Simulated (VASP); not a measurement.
**Os2N: relaxation of cell and atoms with PBE**

Crystal: Os2N.

```
Os N
1.0
     4.23738    0.00000    0.00000
     0.00000    4.23738    0.00000
     0.00000    0.00000    4.23738
Os N
4 2
Direct
  0.25000 0.25000 0.25000
  0.25000 0.75000 0.75000
  0.75000 0.75000 0.25000
  0.75000 0.25000 0.75000
  0.00000 0.00000 0.00000
  0.50000 0.50000 0.50000
```

```
Program                : VASP 6.6.1
Task                   : relaxation of cell and atoms
Functional             : PBE
Potentials or basis    : VASP PAW PBE potentials, release 64 (Os_sv_GW, N)
Cutoff                 : 700 eV
k mesh                 : 4 × 4 × 4
Occupations            : gaussian, width 0.1 eV
Spin                   : no spin polarisation
Dipole correction      : no
Further INCAR settings : ALGO = Normal; EDIFF = 1e-07; IBRION = 2; EDIFFG = -0.04; NSW = 90; ISIF = 3
```

```json
{
  "Relaxed volume": "13.97 Å³/atom",
  "Relaxed cell": "a = 4.376 Å, b = 4.376 Å, c = 4.376 Å, α = 90.00°, β = 90.00°, γ = 90.00°",
  "Space group after relaxing (to 0.1 Å)": "Pn-3m (No. 224)",
  "Energy gained by relaxing": "117.4 meV/atom",
  "Ionic steps": "4",
  "Pressure after relaxing": "-0.3 GPa",
  "Band gap on the k mesh": "zero (bands 37 and 38 overlap by 1.02 eV)"
}
```

The path:
```csv
step,energy change (eV),largest force (eV/Å),pressure (GPa),volume (Å³)
1,0.0000,0.0000,32.39,76.08
2,2.9723,0.0000,-38.07,107.95
3,-0.6981,0.0000,-2.59,84.52
4,-0.7047,0.0000,-0.35,83.81
```

Final structure:
```cif
data_structure
_symmetry_space_group_name_H-M 'P 1'
_symmetry_Int_Tables_number 1
_cell_length_a 4.3762
_cell_length_b 4.3762
_cell_length_c 4.3762
_cell_angle_alpha 90.000
_cell_angle_beta 90.000
_cell_angle_gamma 90.000
_cell_volume 83.81
loop_
_atom_site_label
_atom_site_type_symbol
_atom_site_fract_x
_atom_site_fract_y
_atom_site_fract_z
_atom_site_occupancy
Os1 Os 0.25000 0.25000 0.25000 1
Os2 Os 0.25000 0.75000 0.75000 1
Os3 Os 0.75000 0.75000 0.25000 1
Os4 Os 0.75000 0.25000 0.75000 1
N1 N 0.00000 0.00000 0.00000 1
N2 N 0.50000 0.50000 0.50000 1
```

Levels at points of the mesh, in eV from the Fermi level:
| k point | band 34 | band 35 | band 36 | band 37 | band 38 | band 39 | band 40 | band 41 |
| --- | --- | --- | --- | --- | --- | --- | --- | --- |
| (0.00, 0.00, 0.00) | -0.50 | -0.50 | 0.26 | 0.26 | 0.26 | 0.88 | 0.88 | 1.05 |
| (0.50, 0.00, 0.00) | -1.37 | -1.28 | -1.28 | -0.36 | -0.36 | 0.43 | 0.43 | 1.47 |
| (0.50, 0.50, 0.00) | -1.88 | -0.85 | -0.85 | -0.74 | -0.74 | 0.71 | 0.71 | 1.45 |
| (0.50, 0.50, 0.50) | -0.70 | -0.70 | 0.27 | 0.27 | 0.27 | 0.77 | 0.77 | 2.02 |

Run time: 110 s on 1 thread of Intel(R) Xeon(R) 6975P-C (Granite Rapids), on a shared host, peak memory 0.26 GiB.

Caveat: the k points lie up to 0.36 Å⁻¹ apart in the final cell, too coarse for converged energies and pressures of a metal; spin-orbit coupling is left out, which moves the levels of the heavy elements.
